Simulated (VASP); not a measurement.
# ZrB (Fm-3m) in VASP: further runs

The runs below take ZrB through single point, relaxation of cell and atoms, with PBE.

Program: VASP 6.6.1. These are calculated values, not measurements. Logs are shortened: lines on timing, memory, paths and dates and some standing lists are left out, and cuts for length are marked.

### 1 The cell of the first run

Symmetry: Fm-3m, No. 225, cubic system. The conventional cell has a = 4.939 Å, b = 4.939 Å, c = 4.939 Å, α = 90.00°, β = 90.00°, γ = 90.00°. Zr (site symmetry m-3m) has 6 B at 2.47 Å within 3.3 Å. B (site symmetry m-3m) has 6 Zr at 2.47 Å within 3.3 Å.

### 2 Single point, PBE (volume scaled by 1.02)

The input, INCAR:

```
ALGO     = Normal         # electronic algorithm
EDIFF    = 1E-6           # SCF threshold, eV
ENCUT    = 520            # plane-wave cutoff, eV
GGA      = PE             # functional
ISIF     = 2              # what is computed and relaxed
ISMEAR   = -1             # smearing method
LASPH    = T              # aspherical terms in the spheres
LCHARG   = F              # write CHGCAR
LREAL    = F              # projectors in reciprocal space
LWAVE    = F              # write WAVECAR
NBANDS   = 14             # bands
NELM     = 80             # most SCF steps
PREC     = Accurate       # precision mode
SIGMA    = 0.15           # smearing width, eV
```

The input, KPOINTS:

```
k-points
0
Gamma
  14 14 14
```

The input, POSCAR:

```
ZrB
1.0
    0.0000000000      2.4695020501      2.4695020501
    2.4695020501      0.0000000000      2.4695020501
    2.4695020501      2.4695020501      0.0000000000
Zr B
1 1
Direct
    0.0000000000      0.0000000000      0.0000000000
    0.5000000000      0.5000000000      0.5000000000
```

Potentials or basis: VASP PAW PBE potentials, release 64 (Zr_sv, B).

The run is started by

```bash
> cat potpaw_PBE.64/Zr_sv/POTCAR potpaw_PBE.64/B/POTCAR > POTCAR
> mpirun -np 1 vasp_std > vasp.out
```

OUTCAR:

```text
EDIFF = 1E-6
   ENCUT = 520
   GGA = PE
   ISIF = 2
   ISMEAR = -1
   LASPH = T
   LREAL = F
   NELM = 80
   PREC = Accurate

 ion  position               nearest neighbor table
   1  0.000  0.000  0.000-   2 2.47   2 2.47   2 2.47   2 2.47   2 2.47   2 2.47
   2  0.500  0.500  0.500-   1 2.47   1 2.47   1 2.47   1 2.47   1 2.47   1 2.47

  LATTYP: Found a face centered cubic cell.
 ALAT       =     4.9390041002

  Lattice vectors:

 A1 = (   0.0000000000,   2.4695020501,   2.4695020501)
 A2 = (   2.4695020501,   0.0000000000,   2.4695020501)
 A3 = (   2.4695020501,   2.4695020501,   0.0000000000)

Analysis of symmetry for initial positions (statically):
=====================================================================
 Subroutine PRICEL returns:
 Original cell was already a primitive cell.

 Routine SETGRP: Setting up the symmetry group for a
 face centered cubic supercell.

 Subroutine GETGRP returns: Found 48 space group operations
 (whereof 48 operations were pure point group operations)
 out of a pool of 48 trial point group operations.

The static configuration has the point symmetry O_h .

Analysis of symmetry for dynamics (positions and initial velocities):
=====================================================================
 Subroutine PRICEL returns:
 Original cell was already a primitive cell.

 Routine SETGRP: Setting up the symmetry group for a
 face centered cubic supercell.

 Subroutine GETGRP returns: Found 48 space group operations
 (whereof 48 operations were pure point group operations)
 out of a pool of 48 trial point group operations.

The dynamic configuration has the point symmetry O_h .

 Subroutine INISYM returns: Found 48 space group operations
 (whereof 48 operations are pure point group operations),
 and found     1 'primitive' translations

----------------------------------------------------------------------------------------

                                     Primitive cell

  volume of cell :      30.1202

  direct lattice vectors                    reciprocal lattice vectors
     0.000000000  2.469502050  2.469502050    -0.202469968  0.202469968  0.202469968
     2.469502050  0.000000000  2.469502050     0.202469968 -0.202469968  0.202469968
     2.469502050  2.469502050  0.000000000     0.202469968  0.202469968 -0.202469968

[... 84 lines left out ...]
   LREAL  =      F    real-space projection
   EDIFFG = 0.1E-04   stopping-criterion for IOM
   NSW    =      0    number of steps for IOM
   IBRION =     -1    ionic relax: 0-MD 1-quasi-New 2-CG
   NFREE  =      0    steps in history (QN), initial steepest desc. (CG)
   ISIF   =      2    stress and relaxation
   ISYM   =      2    0-nonsym 1-usesym 2-fastsym
   POTIM  = 0.5000    time-step for ionic-motion
   TEBEG  =    0.0;   TEEND  =   0.0 temperature during run
   PSTRESS=    0.0 pullay stress
   NELECT =      15.0000    total number of electrons
   NUPDOWN=      -1.0000    fix difference up-down
   EMIN   =  10.00;   EMAX   =-10.00  energy-range for DOS
   EFERMI =   0.00;   METHOD = LEGACY
   ISMEAR =    -1;   SIGMA  =   0.15  broadening in eV -4-tet -1-fermi 0-gaus
   EFERMI_NEDOS =   21; number of points for ismear=-14 and -15
   IALGO  =     38    algorithm
   IMIX   =      4    mixing-type and parameters
     AMIX     =   0.40;   BMIX     =  1.00
     AMIX_MAG =   1.60;   BMIX_MAG =  1.00
  volume/ion in A,a.u.               =      15.06       101.63
  Fermi-wavevector in a.u.,A,eV,Ry     =   1.297635  2.452174 22.910257  1.683856
  Thomas-Fermi vector in A             =   2.429015
   LORBIT       =      0    0 simple, 1 ext, 2 COOP (PROOUT), +10 PAW based schemes
   GGA     = PE    functional components
   LHFCALC =     F    Hartree Fock is set to
   AEXX    =    0.0000 exact exchange contribution
   IVDW    =     0    specifies the selected vdW correction
   LEPSILON=     F    determine dielectric tensor
   LRPA    =     F    only Hartree local field effects (RPA)
 non-spin polarized calculation
  energy-cutoff  :      520.00
  volume of cell :       30.12
 maximum number of plane-waves:       869
 NGX is ok and might be reduce to    28
   NGX = 13   NGY = 13   NGZ = 13

 number of electron      15.0000000 magnetization

 Free energy of the ion-electron system (eV)
  ---------------------------------------------------
  ext. energy  EPLUGINS =         0.00000000
  ---------------------------------------------------
  free energy    TOTEN  =       -16.04447891 eV

  energy without entropy =      -15.94874545  energy(sigma->0) =      -15.99661218

 E-fermi :   7.2962     XC(G=0): -11.3781

 val. band max:        7.2806949547   @ k =   0.2857   0.2857   0.0000
 cond. band min:       7.3040866522   @ k =   0.5000   0.3571   0.1429
 fundamental gap:      0.0233916975
 Fermi energy:         7.2962363274

 k-point     1 :       0.0000    0.0000    0.0000
  band No.  band energies     occupation
      1     -40.3240      2.00000
      2     -18.1563      2.00000
      3     -18.1563      2.00000
      4     -18.1563      2.00000
      5      -0.7340      2.00000
      6       8.9741      0.00003
      7       8.9741      0.00003
      8       8.9741      0.00003
      9      10.3213      0.00000
     10      10.3213      0.00000
     11      10.6328      0.00000
     12      10.6328      0.00000
     13      10.6328      0.00000
     14      17.9665      0.00000
[... 377 lines left out ...]
      1     -40.2930      2.00000
      2     -18.4032      2.00000
      3     -18.2201      2.00000
      4     -18.2118      2.00000
      5       0.6634      2.00000
      6       6.0055      1.99963
      7       7.1232      1.52028
      8       7.7945      0.06966
      9       9.2773      0.00000
     10      11.0190      0.00000
     11      12.2738      0.00000
     12      13.5606      0.00000
     13      15.6795      0.00000
     14      19.1840      0.00000

 [... further k-points ...]
[... 5 lines left out ...]
  --------------------------------------------------------------------------------------
  -------------------------------------------------------------------------------------
  Total       -0.5508869     -0.5508869     -0.5508869      0.0000000      0.0000000      0.0000000
  in kB      -29.3031853    -29.3031853    -29.3031853      0.0000000      0.0000000      0.0000000
  external PRESSURE =     -29.3031853 kB  Pullay stress =       0.0000000 kB

 VOLUME and BASIS-vectors are now :
 -----------------------------------------------------------------------------
  energy-cutoff  :      520.00
  volume of cell :       30.12
      direct lattice vectors                 reciprocal lattice vectors
     0.000000000  2.469502050  2.469502050    -0.202469968  0.202469968  0.202469968
     2.469502050  0.000000000  2.469502050     0.202469968 -0.202469968  0.202469968
     2.469502050  2.469502050  0.000000000     0.202469968  0.202469968 -0.202469968

 POSITION                                       TOTAL-FORCE (eV/Angst)
 -----------------------------------------------------------------------------------
      0.00000      0.00000      0.00000         0.000000      0.000000      0.000000
      2.46950      2.46950      2.46950         0.000000      0.000000     -0.000000
 -----------------------------------------------------------------------------------
    total drift:                               -0.000000      0.000000      0.000000

  FREE ENERGIE OF THE ION-ELECTRON SYSTEM (eV)
  ---------------------------------------------------
  free  energy   TOTEN  =       -16.0444789147 eV

  energy  without entropy=      -15.9487454453  energy(sigma->0) =      -15.99661218
```

It took 29 s on 1 thread of Intel Xeon 6975P-C, shared host; peak memory 0.19 GiB.

Results:

```
Free energy : -16.0445 eV
Pressure    : -2.9 GPa
```

Caveat: the cell differs from its parent crystal (volume scaled by 1.02).

### 3 Relaxation of cell and atoms, PBE

This run uses another cell than the first one, of 14.74 Å³/atom, 0.979 times its volume.

The input, INCAR:

```
SYSTEM = ZrB
PREC = Accurate
ENCUT = 600
EDIFF = 1E-7
ISMEAR = -1
SIGMA = 0.15
LREAL = .False.
LASPH = .True.
NELM = 100
ALGO = Normal
ISIF = 3
LWAVE = .False.
LCHARG = .False.
GGA = PE
IBRION = 2
NSW = 80
EDIFFG = -0.001
```

The input, KPOINTS:

```
regular mesh
0
Gamma
  14 14 14
  0 0 0
```

The input, POSCAR:

```
ZrB
1.0
    0.0000000000      2.4520505293      2.4520505293
    2.4520505293      0.0000000000      2.4520505293
    2.4520505293      2.4520505293      0.0000000000
Zr B
1 1
Direct
    0.0000000000      0.0000000000      0.0000000000
    0.5000000000      0.5000000000      0.5000000000
```

Potentials or basis: VASP PAW PBE potentials, release 64 (Zr_sv, B).

The run is started by

```bash
> cat potpaw_PBE.64/Zr_sv/POTCAR potpaw_PBE.64/B/POTCAR > POTCAR
> mpirun -np 1 vasp_std > vasp.out
```

It took 70 s on 1 thread of Intel Xeon 6975P-C, shared host; peak memory 0.2 GiB.

The run converged. Its results:

```yaml
Free_energy: -16.0501 eV
Relaxed_volume: 14.77 Å³/atom
Relaxed_cell: a = 3.470 Å, b = 3.470 Å, c = 3.470 Å, α = 60.00°, β = 60.00°, γ = 60.00°
Space_group_after_relaxing_to_0.05_Å: Fm-3m (No. 225)
Energy_gained_by_relaxing: 0.0 meV/atom
Ionic_steps: 3
Pressure_after_relaxing: 0.0 GPa
```

Final structure:
```xyz
2
Lattice="0.0000 2.4538 2.4538 2.4538 0.0000 2.4538 2.4538 2.4538 0.0000" Properties=species:S:1:pos:R:3 pbc="T T T"
Zr    0.0000    0.0000    0.0000
B     2.4538    2.4538    2.4538
```

Levels at points of the mesh, in eV from the Fermi level:
```
           k point  band 6  band 7  band 8  band 9  band 10  band 11
(0.00, 0.00, 0.00)    1.70    1.70    1.70    3.09     3.09     3.38
(0.50, 0.00, 0.00)   -3.83   -1.19   -1.19    4.76     4.76     6.02
(0.50, 0.50, 0.00)   -0.84   -0.81    2.00    2.00     4.50     5.67
```
